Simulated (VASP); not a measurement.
# TaN (Fm-3m) in VASP: notebook

TaN is run at these levels: PBEsol; tasks: single point.

Program: VASP 6.6.1. These are calculated values, not measurements. Logs are shortened: lines on timing, memory, paths and dates and some standing lists are left out, and cuts for length are marked.

### Step 1. The cell of the first run

It takes space group Fm-3m (No. 225, cubic). The conventional cell has a = 4.358 Å, b = 4.358 Å, c = 4.358 Å, α = 90.00°, β = 90.00°, γ = 90.00°. Ta (site symmetry m-3m) has 6 N at 2.18 Å within 2.9 Å. N (site symmetry m-3m) has 6 Ta at 2.18 Å within 2.9 Å.

### Step 2. Single point, PBEsol

File INCAR:

```
ALGO = Normal
EDIFF = 1E-6
ENCUT = 600
GGA = PS
GGA_COMPAT = F
ISIF = 2
ISMEAR = 0
LASPH = T
LCHARG = F
LREAL = F
LWAVE = F
NBANDS = 16
NELM = 120
PREC = Accurate
SIGMA = 0.05
```

File KPOINTS:

```
k-points
0
Gamma
  13 13 13
```

File POSCAR:

```
TaN
1.0
    0.0000000000      2.1790000000      2.1790000000
    2.1790000000      0.0000000000      2.1790000000
    2.1790000000      2.1790000000      0.0000000000
Ta N
1 1
Direct
    0.5000000000      0.5000000000      0.5000000000
    0.0000000000      0.0000000000      0.0000000000
```

Potentials or basis: VASP PAW PBE potentials, release 64 (Ta_sv_GW, N).

Launch:

```console
cat potpaw_PBE.64/Ta_sv_GW/POTCAR potpaw_PBE.64/N/POTCAR > POTCAR
mpirun -np 1 vasp_std > vasp.out
```

OUTCAR:

```text
EDIFF = 1E-6
   ENCUT = 600
   GGA = PS
   ISIF = 2
   ISMEAR = 0
   LASPH = T
   LREAL = F
   NELM = 120
   PREC = Accurate

 ion  position               nearest neighbor table
   1  0.500  0.500  0.500-   2 2.18   2 2.18   2 2.18   2 2.18   2 2.18   2 2.18
   2  0.000  0.000  0.000-   1 2.18   1 2.18   1 2.18   1 2.18   1 2.18   1 2.18

  LATTYP: Found a face centered cubic cell.
 ALAT       =     4.3580000000

  Lattice vectors:

 A1 = (   0.0000000000,   2.1790000000,   2.1790000000)
 A2 = (   2.1790000000,   0.0000000000,   2.1790000000)
 A3 = (   2.1790000000,   2.1790000000,   0.0000000000)

Analysis of symmetry for initial positions (statically):
=====================================================================
 Subroutine PRICEL returns:
 Original cell was already a primitive cell.

 Routine SETGRP: Setting up the symmetry group for a
 face centered cubic supercell.

 Subroutine GETGRP returns: Found 48 space group operations
 (whereof 48 operations were pure point group operations)
 out of a pool of 48 trial point group operations.

The static configuration has the point symmetry O_h .

Analysis of symmetry for dynamics (positions and initial velocities):
=====================================================================
 Subroutine PRICEL returns:
 Original cell was already a primitive cell.

 Routine SETGRP: Setting up the symmetry group for a
 face centered cubic supercell.

 Subroutine GETGRP returns: Found 48 space group operations
 (whereof 48 operations were pure point group operations)
 out of a pool of 48 trial point group operations.

The dynamic configuration has the point symmetry O_h .

 Subroutine INISYM returns: Found 48 space group operations
 (whereof 48 operations are pure point group operations),
 and found     1 'primitive' translations

----------------------------------------------------------------------------------------

                                     Primitive cell

  volume of cell :      20.6920

  direct lattice vectors                    reciprocal lattice vectors
     0.000000000  2.179000000  2.179000000    -0.229463056  0.229463056  0.229463056
     2.179000000  0.000000000  2.179000000     0.229463056 -0.229463056  0.229463056
     2.179000000  2.179000000  0.000000000     0.229463056  0.229463056 -0.229463056

  length of vectors
     3.081571352  3.081571352  3.081571352     0.397441672  0.397441672  0.397441672

  position of ions in fractional coordinates (direct lattice)
     0.500000000  0.500000000  0.500000000
     0.000000000  0.000000000  0.000000000

  ion indices of the primitive-cell ions
   primitive index   ion index
                 1           1
                 2           2

----------------------------------------------------------------------------------------

 KPOINTS: k-points

Automatic generation of k-mesh.
 Grid dimensions read from file:
 generate k-points for:   13   13   13

 Generating k-lattice:

  Cartesian coordinates                     Fractional coordinates (reciprocal lattice)
    -0.017651004  0.017651004  0.017651004     0.076923077  0.000000000  0.000000000
     0.017651004 -0.017651004  0.017651004     0.000000000  0.076923077  0.000000000
     0.017651004  0.017651004 -0.017651004     0.000000000  0.000000000  0.076923077

  Length of vectors
     0.030572436  0.030572436  0.030572436

  Shift w.r.t. Gamma in fractional coordinates (k-lattice)
     0.000000000  0.000000000  0.000000000

 Subroutine IBZKPT returns following result:
 ===========================================

 Found     84 irreducible k-points:

 Following reciprocal coordinates:
            Coordinates               Weight
  0.000000  0.000000  0.000000      1.000000
  0.076923  0.000000  0.000000      8.000000
  0.153846  0.000000  0.000000      8.000000
  0.230769  0.000000  0.000000      8.000000
  0.307692  0.000000  0.000000      8.000000
  0.384615  0.000000  0.000000      8.000000
[... 16 lines left out ...]
  0.384615  0.153846  0.000000     24.000000
  0.461538  0.153846  0.000000     24.000000
 [... further k-points ...]
   k-points           NKPTS =     84   k-points in BZ     NKDIM =     84   number of bands    NBANDS=     16
   number of dos      NEDOS =    301   number of ions     NIONS =      2
   total plane-waves  NPLWV =  21952
   dimension x,y,z NGX =    28 NGY =   28 NGZ =   28
   dimension x,y,z NGXF=    56 NGYF=   56 NGZF=   56
   ions per type =               1   1
   NGX,Y,Z   is equivalent  to a cutoff of  15.11, 15.11, 15.11 a.u.
   NGXF,Y,Z  is equivalent  to a cutoff of  30.21, 30.21, 30.21 a.u.
 SYSTEM =  unknown system
   PREC   = accura    normal or accurate (medium, high low for compatibility)
   ISTART =      0    job   : 0-new  1-cont  2-samecut
   ICHARG =      2    charge: 1-file 2-atom 10-const
   ISPIN  =      1    spin polarized calculation?
   LNONCOLLINEAR =      F non collinear calculations
   LSORBIT =      F    spin-orbit coupling
   LASPH  =      T    aspherical Exc in radial PAW
   ENCUT  =  600.0 eV  44.10 Ry    6.64 a.u.   6.15  6.15  6.15*2*pi/ulx,y,z
   NELM   =    120;   NELMIN=  2; NELMDL= -5     # of ELM steps
   EDIFF  = 0.1E-05   stopping-criterion for ELM
   LREAL  =      F    real-space projection
   EDIFFG = 0.1E-04   stopping-criterion for IOM
   NSW    =      0    number of steps for IOM
   IBRION =     -1    ionic relax: 0-MD 1-quasi-New 2-CG
   NFREE  =      0    steps in history (QN), initial steepest desc. (CG)
   ISIF   =      2    stress and relaxation
   ISYM   =      2    0-nonsym 1-usesym 2-fastsym
   POTIM  = 0.5000    time-step for ionic-motion
   TEBEG  =    0.0;   TEEND  =   0.0 temperature during run
   PSTRESS=    0.0 pullay stress
   NELECT =      18.0000    total number of electrons
   NUPDOWN=      -1.0000    fix difference up-down
   EMIN   =  10.00;   EMAX   =-10.00  energy-range for DOS
   EFERMI =   0.00;   METHOD = LEGACY
   ISMEAR =     0;   SIGMA  =   0.05  broadening in eV -4-tet -1-fermi 0-gaus
   EFERMI_NEDOS =   21; number of points for ismear=-14 and -15
   IALGO  =     38    algorithm
   IMIX   =      4    mixing-type and parameters
     AMIX     =   0.40;   BMIX     =  1.00
     AMIX_MAG =   1.60;   BMIX_MAG =  1.00
  volume/ion in A,a.u.               =      10.35        69.82
  Fermi-wavevector in a.u.,A,eV,Ry     =   1.562782  2.953230 33.229345  2.442288
  Thomas-Fermi vector in A             =   2.665650
   LORBIT       =      0    0 simple, 1 ext, 2 COOP (PROOUT), +10 PAW based schemes
   GGA     = PS    functional components
   LHFCALC =     F    Hartree Fock is set to
   AEXX    =    0.0000 exact exchange contribution
   IVDW    =     0    specifies the selected vdW correction
   LEPSILON=     F    determine dielectric tensor
   LRPA    =     F    only Hartree local field effects (RPA)
 non-spin polarized calculation
 Gauss-broadening in eV      SIGMA  =   0.05
  energy-cutoff  :      600.00
  volume of cell :       20.69
 maximum number of plane-waves:       702
 NGX is ok and might be reduce to    28
   NGX = 13   NGY = 13   NGZ = 13

 number of electron      17.9999999 magnetization

 Free energy of the ion-electron system (eV)
  ---------------------------------------------------
  ext. energy  EPLUGINS =         0.00000000
  ---------------------------------------------------
  free energy    TOTEN  =       -25.76159073 eV

  energy without entropy =      -25.76086626  energy(sigma->0) =      -25.76122849

 E-fermi :  14.1478     XC(G=0): -14.1188

 val. band max:       14.1440451225   @ k =  -0.2308   0.2308   0.0000
 cond. band min:      14.1589952826   @ k =  -0.3846   0.2308   0.0000
 fundamental gap:      0.0149501601
 Fermi energy:        14.1477890712

 k-point     1 :       0.0000    0.0000    0.0000
  band No.  band energies     occupation
      1     -55.3887      2.00000
      2     -21.5630      2.00000
      3     -21.5630      2.00000
      4     -21.5630      2.00000
      5      -4.9468      2.00000
      6      10.1945      2.00000
[... 8 lines left out ...]
     15      23.2054      0.00000
     16      38.7435      0.00000

 k-point     2 :       0.0769    0.0000    0.0000
  band No.  band energies     occupation
      1     -55.3850      2.00000
      2     -21.6223      2.00000
      3     -21.5683      2.00000
      4     -21.5683      2.00000
      5      -4.7947      2.00000
      6       9.4480      2.00000
[... 8 lines left out ...]
     15      23.6607      0.00000
     16      36.6110      0.00000

 k-point     3 :       0.1538    0.0000    0.0000
  band No.  band energies     occupation
      1     -55.3747      2.00000
      2     -21.7835      2.00000
      3     -21.5828      2.00000
      4     -21.5828      2.00000
      5      -4.3635      2.00000
      6       8.0666      2.00000
[... 8 lines left out ...]
     15      24.8710      0.00000
     16      33.8142      0.00000

 k-point     4 :       0.2308    0.0000    0.0000
  band No.  band energies     occupation
      1     -55.3602      2.00000
      2     -22.0029      2.00000
      3     -21.6033      2.00000
      4     -21.6033      2.00000
      5      -3.7227      2.00000
      6       6.6141      2.00000
[... 8 lines left out ...]
     15      26.2378      0.00000
     16      31.7640      0.00000

 k-point     5 :       0.3077    0.0000    0.0000
  band No.  band energies     occupation
      1     -55.3449      2.00000
      2     -22.2268      2.00000
      3     -21.6248      2.00000
      4     -21.6248      2.00000
      5      -2.9745      2.00000
      6       5.2784      2.00000
[... 8 lines left out ...]
     15      26.4639      0.00000
     16      30.0376      0.00000

 k-point     6 :       0.3846    0.0000    0.0000
  band No.  band energies     occupation
      1     -55.3321      2.00000
      2     -22.4059      2.00000
      3     -21.6425      2.00000
      4     -21.6425      2.00000
      5      -2.2578      2.00000
      6       4.1920      2.00000
[... 8 lines left out ...]
     15      26.0744      0.00000
     16      27.8307      0.00000

 k-point     7 :       0.4615    0.0000    0.0000
  band No.  band energies     occupation
      1     -55.3250      2.00000
      2     -22.5047      2.00000
      3     -21.6525      2.00000
      4     -21.6525      2.00000
      5      -1.7810      2.00000
      6       3.5383      2.00000
[... 8 lines left out ...]
     15      26.0800      0.00000
     16      26.4042      0.00000

 k-point     8 :       0.0769    0.0769    0.0000
  band No.  band energies     occupation
      1     -55.3837      2.00000
      2     -21.6192      2.00000
      3     -21.5813      2.00000
      4     -21.5813      2.00000
      5      -4.7486      2.00000
      6       8.9134      2.00000
[... 8 lines left out ...]
     15      23.8085      0.00000
     16      36.5277      0.00000

 k-point     9 :       0.1538    0.0769    0.0000
  band No.  band energies     occupation
      1     -55.3757      2.00000
      2     -21.7386      2.00000
      3     -21.6028      2.00000
      4     -21.5898      2.00000
      5      -4.4248      2.00000
      6       7.8516      2.00000
[... 8 lines left out ...]
     15      24.7669      0.00000
     16      34.1200      0.00000
[... 172 lines left out ...]
 k-point    19 :      -0.0769    0.0769    0.0000
  band No.  band energies     occupation
      1     -55.3791      2.00000
      2     -21.7016      2.00000
      3     -21.6003      2.00000
      4     -21.5667      2.00000
      5      -4.5542      2.00000
      6       8.5200      2.00000
[... 8 lines left out ...]
     15      24.3674      0.00000
     16      34.5064      0.00000

 k-point    20 :       0.1538    0.1538    0.0000
  band No.  band energies     occupation
      1     -55.3701      2.00000
      2     -21.7677      2.00000
      3     -21.6321      2.00000
      4     -21.6321      2.00000
      5      -4.2459      2.00000
      6       7.0861      2.00000
[... 8 lines left out ...]
     15      25.4234      0.00000
     16      33.7908      0.00000

 k-point    21 :       0.2308    0.1538    0.0000
  band No.  band energies     occupation
      1     -55.3592      2.00000
      2     -21.9068      2.00000
      3     -21.6638      2.00000
      4     -21.6540      2.00000
      5      -3.8663      2.00000
      6       6.3189      2.00000
[... 8 lines left out ...]
     15      26.6277      0.00000
     16      31.3170      0.00000

 k-point    22 :       0.3077    0.1538    0.0000
  band No.  band energies     occupation
      1     -55.3456      2.00000
      2     -22.0909      2.00000
      3     -21.6906      2.00000
      4     -21.6797      2.00000
      5      -3.3602      2.00000
      6       5.6361      2.00000
[... 8 lines left out ...]
     15      27.2212      0.00000
     16      29.5246      0.00000

 k-point    23 :       0.3846    0.1538    0.0000
  band No.  band energies     occupation
      1     -55.3323      2.00000
      2     -22.2641      2.00000
      3     -21.7164      2.00000
      4     -21.7066      2.00000
      5      -2.8238      2.00000
      6       5.0219      2.00000
[... 8 lines left out ...]
     15      25.8948      0.00000
     16      28.5704      0.00000

 k-point    24 :       0.4615    0.1538    0.0000
  band No.  band energies     occupation
      1     -55.3224      2.00000
      2     -22.3881      2.00000
      3     -21.7567      2.00000
      4     -21.7082      2.00000
      5      -2.3678      2.00000
      6       4.4873      2.00000
[... 8 lines left out ...]
     15      24.9026      0.00000
     16      27.4371      0.00000

 [... further k-points ...]
[... 5 lines left out ...]
  --------------------------------------------------------------------------------------
  -------------------------------------------------------------------------------------
  Total        0.5778612      0.5778612      0.5778612     -0.0000000     -0.0000000      0.0000000
  in kB       44.7437581     44.7437581     44.7437581     -0.0000000     -0.0000000      0.0000000
  external PRESSURE =      44.7437581 kB  Pullay stress =       0.0000000 kB

 VOLUME and BASIS-vectors are now :
 -----------------------------------------------------------------------------
  energy-cutoff  :      600.00
  volume of cell :       20.69
      direct lattice vectors                 reciprocal lattice vectors
     0.000000000  2.179000000  2.179000000    -0.229463056  0.229463056  0.229463056
     2.179000000  0.000000000  2.179000000     0.229463056 -0.229463056  0.229463056
     2.179000000  2.179000000  0.000000000     0.229463056  0.229463056 -0.229463056

 POSITION                                       TOTAL-FORCE (eV/Angst)
 -----------------------------------------------------------------------------------
      2.17900      2.17900      2.17900         0.000000     -0.000000      0.000000
      0.00000      0.00000      0.00000         0.000000      0.000000     -0.000000
 -----------------------------------------------------------------------------------
    total drift:                                0.000000      0.000000      0.000000

  FREE ENERGIE OF THE ION-ELECTRON SYSTEM (eV)
  ---------------------------------------------------
  free  energy   TOTEN  =       -25.7615907288 eV

  energy  without entropy=      -25.7608662606  energy(sigma->0) =      -25.76122849
```

Wall time 56 s (1 thread of AMD EPYC 9R45 (Zen 5), shared host); peak memory 0.16 GiB.

Results:

```
Free energy            : -25.7616 eV
Pressure               : 4.5 GPa
Band gap on the k mesh : zero (band 9 reaches 15.90 eV, above the bottom of band 10 at 11.87 eV)
```

Levels at points of the mesh, in eV from the Fermi level:
```tsv
k point	band 7	band 8	band 9	band 10	band 11	band 12
(0.00, 0.00, 0.00)	-3.95	-3.95	-2.28	-2.28	-2.28	-0.04
```

Caveat: the PAW data sets were made with another functional, which shifts forces and pressure a little; spin-orbit coupling is left out, which moves the levels of the heavy elements.

### Step 3. Single point, PBEsol

File INCAR:

```
PREC     = Accurate       # precision mode
ENCUT    = 600            # plane-wave cutoff, eV
EDIFF    = 1E-6           # SCF threshold, eV
ISMEAR   = 0              # smearing method
SIGMA    = 0.3            # smearing width, eV
LREAL    = F              # projectors in reciprocal space
LASPH    = T              # aspherical terms in the spheres
NELM     = 120            # most SCF steps
ALGO     = Normal         # electronic algorithm
ISIF     = 2              # what is computed and relaxed
LWAVE    = F              # write WAVECAR
LCHARG   = F              # write CHGCAR
GGA      = PS             # functional
NBANDS   = 16             # bands
GGA_COMPAT= F
```

File KPOINTS:

```
regular mesh
0
Gamma
  13 13 13
```

POSCAR is that of step 2.

Potentials or basis: VASP PAW PBE potentials, release 64 (Ta_sv_GW, N).

Launch:

```console
cat potpaw_PBE.64/Ta_sv_GW/POTCAR potpaw_PBE.64/N/POTCAR > POTCAR
mpirun -np 1 vasp_std > vasp.out
```

It took 34 s on 1 thread of Intel Xeon Platinum 8488C (Sapphire Rapids), shared host; peak memory 0.19 GiB.

It converged, with:

```yaml
Free_energy: -25.7746 eV
Pressure: 4.6 GPa
Band_gap_on_the_k_mesh: zero (band 9 reaches 15.90 eV, above the bottom of band 10 at 11.87 eV)
```

Levels at points of the mesh, in eV from the Fermi level:
| k point | band 6 | band 7 | band 8 | band 9 | band 10 | band 11 | band 12 | band 13 |
| --- | --- | --- | --- | --- | --- | --- | --- | --- |
| (0.00, 0.00, 0.00) | -3.88 | -3.88 | -3.88 | -2.21 | -2.21 | -2.21 | 0.03 | 0.03 |

Caveat: the PAW data sets were made with another functional, which shifts forces and pressure a little; spin-orbit coupling is left out, which moves the levels of the heavy elements.

(Continued in part 2 of 2.)
